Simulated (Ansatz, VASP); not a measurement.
## Rh: VASP beside Ansatz

```
Rh
1.0
     2.65726    0.00000    0.00000
    -1.32863    2.30125    0.00000
     0.00000    0.00000    9.12910
Rh
4
Direct
  0.00000 0.00000 0.00000
  0.33333 0.66667 0.25000
  0.00000 0.00000 0.50000
  0.66667 0.33333 0.75000
```

Alike in both runs: task single point; functional LDA; k mesh 18 × 18 × 6; occupations gaussian, width 0.15 eV; no spin polarisation.

|  | VASP | Ansatz |
| --- | --- | --- |
| version | VASP 6.6.1 | Ansatz 0.2.0 |
| potentials or method | VASP PAW LDA potentials, release 64 (Rh_pv), cutoff 520 eV | scalar-relativistic, plane waves, PAW |
| valence electrons in the cell | 60 | 68 |

VASP gave:

```
gap on the k mesh at the Fermi level (eV)                     : none
pressure (GPa)                                                : -12.7
traceless stress, the component that is largest in VASP (GPa) : -11.10
```

**Question.** What did Ansatz give for the same quantities?

**Answer.** gap on the k mesh at the Fermi level (eV): none; pressure (GPa): -13.5; traceless stress, the component that is largest in VASP (GPa): -11.05.

Ansatz warns that its potentials were made for another functional, while VASP's fit it. LDA's correlation is that of Perdew and Zunger in VASP and of Perdew and Wang (1992) in Ansatz. A gap of «none» marks a metal or a gap that the smearing closes. VASP's potentials hold 60 valence electrons a cell and Ansatz's 68, so a difference there can come from the potentials and not from the codes.
